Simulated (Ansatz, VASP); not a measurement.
## Eu: VASP beside Ansatz

```xyz
2
Lattice="0.0000 -2.7893 2.7893 0.0000 2.7893 2.7893 -5.5786 0.0000 0.0000" Properties=species:S:1:pos:R:3 pbc="T T T"
Eu    0.0000    0.0000    0.0000
Eu   -2.7893    0.0000    2.7893
```

Alike in both runs: task single point; functional PBE; k mesh 7 × 7 × 5; occupations fermi-dirac, width 0.05 eV; collinear spin.

|  | VASP | Ansatz |
| --- | --- | --- |
| version | VASP 6.6.1 | Ansatz 0.2.0 |
| potentials or method | VASP PAW PBE potentials, release 64 (Eu) | PAW with Ansatz's default frozen-core files, scalar-relativistic |
| plane-wave cutoff (eV) | 600 | 420 |
| valence electrons in the cell | 34 | 34 |

|  | VASP | Ansatz | Ansatz less VASP |
| --- | --- | --- | --- |
| net moment per atom (μB) | 0.00 | 0.00 | 0.000 |
| size of the moment on the site where the two differ most (μB) | 6.63 | 6.95 | +0.320 |

Site moments also hang on the region over which each program counts them.

Spin-orbit coupling is off throughout.
